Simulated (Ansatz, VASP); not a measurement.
P: VASP beside Ansatz

```xyz
4
Lattice="1.6498 -5.5100 0.0000 1.6498 5.5100 0.0000 0.0000 0.0000 4.5553" Properties=species:S:1:pos:R:3 pbc="T T T"
P     1.6498    4.4583    4.1524
P     1.6498   -1.0516    2.6805
P     1.6498   -4.4583    0.4029
P     1.6498    1.0516    1.8748
```

Alike in both runs: functional r2SCAN; k mesh 12 × 12 × 8; occupations gaussian, width 0.01 eV; no spin polarisation.

Ansatz relaxed the structure, and its values are those at the end. VASP's run is a single point on that final structure, the one shown.

```csv
,VASP,Ansatz
version,VASP 6.6.1,Ansatz 0.2.0
potentials or method,"VASP PAW PBE potentials, release 64 (P), cutoff 520 eV","scalar-relativistic, plane waves, PAW"
valence electrons in the cell,20,20
```

Ansatz gave:

```
gap on the k mesh at the Fermi level (eV) : 0.24
least direct gap on the mesh (eV)         : 0.24
pressure (GPa)                            : 0.0
rms of the force components (eV/Å)        : 0.001
```

Question: Which values does VASP return?

Answer: gap on the k mesh at the Fermi level (eV): 0.27; least direct gap on the mesh (eV): 0.27; pressure (GPa): -0.6; rms of the force components (eV/Å): 0.058.

VASP's potentials were made for PBE, not for r2SCAN. With one functional, cell and mesh, what is left measures potentials, basis and numerics.
